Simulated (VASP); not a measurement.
# TaN (Fm-3m) in VASP: settings compared

The runs below take TaN through single point, with LDA, r2SCAN, r2SCAN+U.

All numbers are computed with VASP 6.6.1; they aren't measurements. Logs are shortened: lines on timing, memory, paths and dates and some standing lists are left out, and cuts for length are marked.

### 1 The cell of the first run

Symmetry: Fm-3m, No. 225, cubic system. The conventional cell has a = 4.423 Å, b = 4.423 Å, c = 4.423 Å, α = 90.00°, β = 90.00°, γ = 90.00°. Ta (site symmetry m-3m) has 6 N at 2.21 Å within 2.9 Å. Within 2.9 Å of N (site symmetry m-3m) lie 6 Ta at 2.21 Å.

### 2 Single point, LDA

INCAR reads:

```
PREC     = Accurate       # precision mode
ENCUT    = 600            # plane-wave cutoff, eV
EDIFF    = 1E-6           # SCF threshold, eV
ISMEAR   = 0              # smearing method
SIGMA    = 0.05           # smearing width, eV
LREAL    = F              # projectors in reciprocal space
LASPH    = T              # aspherical terms in the spheres
NELM     = 120            # most SCF steps
ALGO     = Normal         # electronic algorithm
ISIF     = 2              # what is computed and relaxed
LWAVE    = F              # write WAVECAR
LCHARG   = F              # write CHGCAR
NBANDS   = 16             # bands
GGA_COMPAT= F
```

KPOINTS reads:

```
Automatic mesh
0
Gamma
  10 10 10
```

POSCAR reads:

```
TaN
1.0
    0.0000000000      2.2113230000      2.2113230000
    2.2113230000      0.0000000000      2.2113230000
    2.2113230000      2.2113230000      0.0000000000
Ta N
1 1
Direct
    0.5000000000      0.5000000000      0.5000000000
    0.0000000000      0.0000000000      0.0000000000
```

Potentials or basis: VASP PAW LDA potentials, release 64 (Ta_sv_GW, N).

On the command line:

```bash
cat potpaw_LDA.64/Ta_sv_GW/POTCAR potpaw_LDA.64/N/POTCAR > POTCAR
mpirun -np 1 vasp_std > vasp.out
```

OUTCAR:

```text
PREC = Accurate
   ENCUT = 600
   EDIFF = 1E-6
   ISMEAR = 0
   LREAL = F
   LASPH = T
   NELM = 120
   ISIF = 2

 ion  position               nearest neighbor table
   1  0.500  0.500  0.500-   2 2.21   2 2.21   2 2.21   2 2.21   2 2.21   2 2.21
   2  0.000  0.000  0.000-   1 2.21   1 2.21   1 2.21   1 2.21   1 2.21   1 2.21

  LATTYP: Found a face centered cubic cell.
 ALAT       =     4.4226460000

  Lattice vectors:

 A1 = (   0.0000000000,   2.2113230000,   2.2113230000)
 A2 = (   2.2113230000,   0.0000000000,   2.2113230000)
 A3 = (   2.2113230000,   2.2113230000,   0.0000000000)

Analysis of symmetry for initial positions (statically):
=====================================================================
 Subroutine PRICEL returns:
 Original cell was already a primitive cell.

 Routine SETGRP: Setting up the symmetry group for a
 face centered cubic supercell.

 Subroutine GETGRP returns: Found 48 space group operations
 (whereof 48 operations were pure point group operations)
 out of a pool of 48 trial point group operations.

The static configuration has the point symmetry O_h .

Analysis of symmetry for dynamics (positions and initial velocities):
=====================================================================
 Subroutine PRICEL returns:
 Original cell was already a primitive cell.

 Routine SETGRP: Setting up the symmetry group for a
 face centered cubic supercell.

 Subroutine GETGRP returns: Found 48 space group operations
 (whereof 48 operations were pure point group operations)
 out of a pool of 48 trial point group operations.

The dynamic configuration has the point symmetry O_h .

 Subroutine INISYM returns: Found 48 space group operations
 (whereof 48 operations are pure point group operations),
 and found     1 'primitive' translations

----------------------------------------------------------------------------------------

                                     Primitive cell

  volume of cell :      21.6265

  direct lattice vectors                    reciprocal lattice vectors
     0.000000000  2.211323000  2.211323000    -0.226108985  0.226108985  0.226108985
     2.211323000  0.000000000  2.211323000     0.226108985 -0.226108985  0.226108985
     2.211323000  2.211323000  0.000000000     0.226108985  0.226108985 -0.226108985

  length of vectors
     3.127282977  3.127282977  3.127282977     0.391632251  0.391632251  0.391632251

  position of ions in fractional coordinates (direct lattice)
     0.500000000  0.500000000  0.500000000
     0.000000000  0.000000000  0.000000000

  ion indices of the primitive-cell ions
   primitive index   ion index
                 1           1
                 2           2

----------------------------------------------------------------------------------------

 KPOINTS: Automatic mesh

Automatic generation of k-mesh.
 Grid dimensions read from file:
 generate k-points for:   10   10   10

 Generating k-lattice:

  Cartesian coordinates                     Fractional coordinates (reciprocal lattice)
    -0.022610899  0.022610899  0.022610899     0.100000000  0.000000000  0.000000000
     0.022610899 -0.022610899  0.022610899     0.000000000  0.100000000  0.000000000
     0.022610899  0.022610899 -0.022610899     0.000000000  0.000000000  0.100000000

  Length of vectors
     0.039163225  0.039163225  0.039163225

  Shift w.r.t. Gamma in fractional coordinates (k-lattice)
     0.000000000  0.000000000  0.000000000

 Subroutine IBZKPT returns following result:
 ===========================================

 Found     47 irreducible k-points:

 Following reciprocal coordinates:
            Coordinates               Weight
  0.000000  0.000000  0.000000      1.000000
  0.100000  0.000000  0.000000      8.000000
  0.200000  0.000000  0.000000      8.000000
  0.300000  0.000000  0.000000      8.000000
  0.400000  0.000000  0.000000      8.000000
  0.500000  0.000000  0.000000      4.000000
[... 16 lines left out ...]
  0.300000  0.300000  0.000000      6.000000
  0.400000  0.300000  0.000000     24.000000
 [... further k-points ...]
   k-points           NKPTS =     47   k-points in BZ     NKDIM =     47   number of bands    NBANDS=     16
   number of dos      NEDOS =    301   number of ions     NIONS =      2
   total plane-waves  NPLWV =  21952
   dimension x,y,z NGX =    28 NGY =   28 NGZ =   28
   dimension x,y,z NGXF=    56 NGYF=   56 NGZF=   56
   ions per type =               1   1
   NGX,Y,Z   is equivalent  to a cutoff of  14.88, 14.88, 14.88 a.u.
   NGXF,Y,Z  is equivalent  to a cutoff of  29.77, 29.77, 29.77 a.u.
 SYSTEM =  unknown system
   PREC   = accura    normal or accurate (medium, high low for compatibility)
   ISTART =      0    job   : 0-new  1-cont  2-samecut
   ICHARG =      2    charge: 1-file 2-atom 10-const
   ISPIN  =      1    spin polarized calculation?
   LNONCOLLINEAR =      F non collinear calculations
   LSORBIT =      F    spin-orbit coupling
   LASPH  =      T    aspherical Exc in radial PAW
   ENCUT  =  600.0 eV  44.10 Ry    6.64 a.u.   6.25  6.25  6.25*2*pi/ulx,y,z
   NELM   =    120;   NELMIN=  2; NELMDL= -5     # of ELM steps
   EDIFF  = 0.1E-05   stopping-criterion for ELM
   LREAL  =      F    real-space projection
   EDIFFG = 0.1E-04   stopping-criterion for IOM
   NSW    =      0    number of steps for IOM
   IBRION =     -1    ionic relax: 0-MD 1-quasi-New 2-CG
   NFREE  =      0    steps in history (QN), initial steepest desc. (CG)
   ISIF   =      2    stress and relaxation
   ISYM   =      2    0-nonsym 1-usesym 2-fastsym
   POTIM  = 0.5000    time-step for ionic-motion
   TEBEG  =    0.0;   TEEND  =   0.0 temperature during run
   PSTRESS=    0.0 pullay stress
   NELECT =      18.0000    total number of electrons
   NUPDOWN=      -1.0000    fix difference up-down
   EMIN   =  10.00;   EMAX   =-10.00  energy-range for DOS
   EFERMI =   0.00;   METHOD = LEGACY
   ISMEAR =     0;   SIGMA  =   0.05  broadening in eV -4-tet -1-fermi 0-gaus
   EFERMI_NEDOS =   21; number of points for ismear=-14 and -15
   IALGO  =     38    algorithm
   IMIX   =      4    mixing-type and parameters
     AMIX     =   0.40;   BMIX     =  1.00
     AMIX_MAG =   1.60;   BMIX_MAG =  1.00
  volume/ion in A,a.u.               =      10.81        72.97
  Fermi-wavevector in a.u.,A,eV,Ry     =   1.539939  2.910063 32.265016  2.371412
  Thomas-Fermi vector in A             =   2.646096
   LORBIT       =      0    0 simple, 1 ext, 2 COOP (PROOUT), +10 PAW based schemes
   GGA     = CA    functional components
   LHFCALC =     F    Hartree Fock is set to
   AEXX    =    0.0000 exact exchange contribution
   IVDW    =     0    specifies the selected vdW correction
   LEPSILON=     F    determine dielectric tensor
   LRPA    =     F    only Hartree local field effects (RPA)
 non-spin polarized calculation
 Gauss-broadening in eV      SIGMA  =   0.05
  energy-cutoff  :      600.00
  volume of cell :       21.63
 maximum number of plane-waves:       740
 NGX is ok and might be reduce to    28
   NGX = 13   NGY = 13   NGZ = 13

 number of electron      18.0000000 magnetization

 Free energy of the ion-electron system (eV)
  ---------------------------------------------------
  ext. energy  EPLUGINS =         0.00000000
  ---------------------------------------------------
  free energy    TOTEN  =       -26.62910777 eV

  energy without entropy =      -26.62795063  energy(sigma->0) =      -26.62852920

 E-fermi :  13.2583     XC(G=0): -13.9647

 val. band max:       13.2149738710   @ k =   0.0000   0.0000   0.0000
 cond. band min:      13.2819739627   @ k =  -0.3000   0.3000   0.1000
 fundamental gap:      0.0670000917
 Fermi energy:        13.2583375731

 k-point     1 :       0.0000    0.0000    0.0000
  band No.  band energies     occupation
      1     -55.9428      2.00000
      2     -22.3674      2.00000
      3     -22.3674      2.00000
      4     -22.3674      2.00000
      5      -5.2188      2.00000
      6       9.5173      2.00000
[... 8 lines left out ...]
     15      22.4790      0.00000
     16      37.1395      0.00000

 k-point     2 :       0.1000    0.0000    0.0000
  band No.  band energies     occupation
      1     -55.9378      2.00000
      2     -22.4508      2.00000
      3     -22.3752      2.00000
      4     -22.3752      2.00000
      5      -4.9835      2.00000
      6       8.4244      2.00000
[... 8 lines left out ...]
     15      23.1839      0.00000
     16      34.2103      0.00000

 k-point     3 :       0.2000    0.0000    0.0000
  band No.  band energies     occupation
      1     -55.9244      2.00000
      2     -22.6631      2.00000
      3     -22.3953      2.00000
      4     -22.3953      2.00000
      5      -4.3395      2.00000
      6       6.6210      2.00000
[... 8 lines left out ...]
     15      24.8159      0.00000
     16      30.9834      0.00000

 k-point     4 :       0.3000    0.0000    0.0000
  band No.  band energies     occupation
      1     -55.9081      2.00000
      2     -22.9147      2.00000
      3     -22.4200      2.00000
      4     -22.4200      2.00000
      5      -3.4560      2.00000
      6       4.9026      2.00000
[... 8 lines left out ...]
     15      25.2612      0.00000
     16      29.0035      0.00000

 k-point     5 :       0.4000    0.0000    0.0000
  band No.  band energies     occupation
      1     -55.8947      2.00000
      2     -23.1102      2.00000
      3     -22.4398      2.00000
      4     -22.4398      2.00000
      5      -2.6034      2.00000
      6       3.5791      2.00000
[... 8 lines left out ...]
     15      24.5969      0.00000
     16      26.3270      0.00000

 k-point     6 :       0.5000    0.0000    0.0000
  band No.  band energies     occupation
      1     -55.8894      2.00000
      2     -23.1832      2.00000
      3     -22.4474      2.00000
      4     -22.4474      2.00000
      5      -2.2133      2.00000
      6       3.0394      2.00000
[... 8 lines left out ...]
     15      24.5640      0.00000
     16      25.1406      0.00000
[... 267 lines left out ...]
 k-point    21 :      -0.3000    0.2000    0.0000
  band No.  band energies     occupation
      1     -55.8896      2.00000
      2     -22.9863      2.00000
      3     -22.6450      2.00000
      4     -22.4485      2.00000
      5      -2.8932      2.00000
      6       4.1667      2.00000
[... 8 lines left out ...]
     15      24.1781      0.00000
     16      25.8490      0.00000

 k-point    22 :      -0.2000    0.2000    0.0000
  band No.  band energies     occupation
      1     -55.9023      2.00000
      2     -22.8691      2.00000
      3     -22.5769      2.00000
      4     -22.4114      2.00000
      5      -3.3795      2.00000
      6       4.7983      2.00000
[... 8 lines left out ...]
     15      25.5742      0.00000
     16      26.3232      0.00000

 k-point    23 :       0.3000    0.3000    0.0000
  band No.  band energies     occupation
      1     -55.8965      2.00000
      2     -22.8517      2.00000
      3     -22.5469      2.00000
      4     -22.5469      2.00000
      5      -3.8077      2.00000
      6       5.2130      2.00000
[... 8 lines left out ...]
     15      25.9457      0.00000
     16      28.8196      0.00000

 k-point    24 :       0.4000    0.3000    0.0000
  band No.  band energies     occupation
      1     -55.8859      2.00000
      2     -22.9495      2.00000
      3     -22.6001      2.00000
      4     -22.5755      2.00000
      5      -3.6685      2.00000
      6       5.4315      2.00000
[... 8 lines left out ...]
     15      23.6908      0.00000
     16      28.2836      0.00000

 [... further k-points ...]

------------------------ aborting loop because EDIFF is reached ----------------------------------------

  FORCE on cell =-STRESS in cart. coord.  units (eV):
  Direction    XX          YY          ZZ          XY          YZ          ZX
  --------------------------------------------------------------------------------------
  -------------------------------------------------------------------------------------
  Total       -2.1988103     -2.1988103     -2.1988103      0.0000000      0.0000000      0.0000000
  in kB     -162.8965182   -162.8965182   -162.8965182      0.0000000      0.0000000      0.0000000
  external PRESSURE =    -162.8965182 kB  Pullay stress =       0.0000000 kB

 VOLUME and BASIS-vectors are now :
 -----------------------------------------------------------------------------
  energy-cutoff  :      600.00
  volume of cell :       21.63
      direct lattice vectors                 reciprocal lattice vectors
     0.000000000  2.211323000  2.211323000    -0.226108985  0.226108985  0.226108985
     2.211323000  0.000000000  2.211323000     0.226108985 -0.226108985  0.226108985
     2.211323000  2.211323000  0.000000000     0.226108985  0.226108985 -0.226108985

 POSITION                                       TOTAL-FORCE (eV/Angst)
 -----------------------------------------------------------------------------------
      2.21132      2.21132      2.21132         0.000000      0.000000      0.000000
      0.00000      0.00000      0.00000        -0.000000     -0.000000     -0.000000
 -----------------------------------------------------------------------------------
    total drift:                                0.000000      0.000000      0.000000

  FREE ENERGIE OF THE ION-ELECTRON SYSTEM (eV)
  ---------------------------------------------------
  free  energy   TOTEN  =       -26.6291077731 eV

  energy  without entropy=      -26.6279506259  energy(sigma->0) =      -26.62852920
```

Run time: 20 s. Hardware: 1 thread of Intel Xeon Platinum 8259CL at 2.50GHz (Skylake/Cascade Lake), shared host; peak memory 0.16 GiB.

Results:

* Free energy: -26.6291 eV
* Pressure: -16.3 GPa
* Band gap on the k mesh: zero (band 9 reaches 15.05 eV, above the bottom of band 10 at 11.13 eV)

Caveat: spin-orbit coupling is left out, which moves the levels of the heavy elements.

(Continued in part 2 of 2.)
